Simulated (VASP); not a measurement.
# PdBr: relaxation of cell and atoms with PBE

The system is PdBr.

```
CELL_PARAMETERS angstrom
5.89685 0.00000 0.00000
0.00000 5.89685 0.00000
0.00000 0.00000 5.89685
ATOMIC_POSITIONS crystal
Pd 0.03052 0.03052 0.03052
Pd 0.46948 0.96948 0.53052
Pd 0.53052 0.46948 0.96948
Pd 0.96948 0.53052 0.46948
Br 0.76888 0.76888 0.76888
Br 0.73112 0.23112 0.26888
Br 0.26888 0.73112 0.23112
Br 0.23112 0.26888 0.73112
```

```
Program                : VASP 6.6.1
Task                   : relaxation of cell and atoms
Functional             : PBE
Potentials or basis    : VASP PAW PBE potentials, release 64 (Pd, Br)
Cutoff                 : 500 eV
k mesh                 : 6 × 6 × 6
Occupations            : gaussian, width 0.1 eV
Spin                   : no spin polarisation
Dipole correction      : no
Further INCAR settings : ALGO = Normal; EDIFF = 1e-07; IBRION = 2; EDIFFG = -0.01; NSW = 100; ISIF = 3
```

- Pressure after relaxing: 0.0 GPa
- Band gap on the k mesh: zero (bands 34 and 35 overlap by 0.69 eV)

Forces in eV/Å, atoms in the order of the input:
```
Pd  -0.002 -0.002 -0.002
Pd   0.002  0.002 -0.002
Pd  -0.002  0.002  0.002
Pd   0.002 -0.002  0.002
Br   0.000  0.000  0.000
Br   0.000  0.000  0.000
Br   0.000  0.000  0.000
Br   0.000  0.000  0.000
```

Final structure:
```
CELL_PARAMETERS angstrom
5.89685 0.00000 0.00000
0.00000 5.89685 0.00000
0.00000 0.00000 5.89685
ATOMIC_POSITIONS crystal
Pd 0.03052 0.03052 0.03052
Pd 0.46948 0.96948 0.53052
Pd 0.53052 0.46948 0.96948
Pd 0.96948 0.53052 0.46948
Br 0.76888 0.76888 0.76888
Br 0.73112 0.23112 0.26888
Br 0.26888 0.73112 0.23112
Br 0.23112 0.26888 0.73112
```

Levels at points of the mesh, in eV from the Fermi level:
```csv
k point,band 30,band 31,band 32,band 33,band 34,band 35,band 36,band 37,band 38,band 39
"(0.00, 0.00, 0.00)",-0.98,-0.98,-0.98,-0.67,0.63,0.63,0.63,1.01,3.97,3.97
"(0.50, 0.00, 0.00)",-0.63,-0.41,-0.41,-0.14,-0.14,-0.06,-0.06,3.10,3.10,5.08
"(0.50, 0.50, 0.00)",-0.80,-0.79,-0.79,-0.13,-0.13,0.18,0.18,4.26,4.26,4.29
"(0.50, 0.50, 0.50)",-0.30,-0.30,-0.30,0.02,0.02,0.02,0.02,3.40,3.40,3.40
```

Run time: 83 s on 1 thread of Intel(R) Xeon(R) 6975P-C (Granite Rapids), with other jobs on the host, peak memory 0.4 GiB.
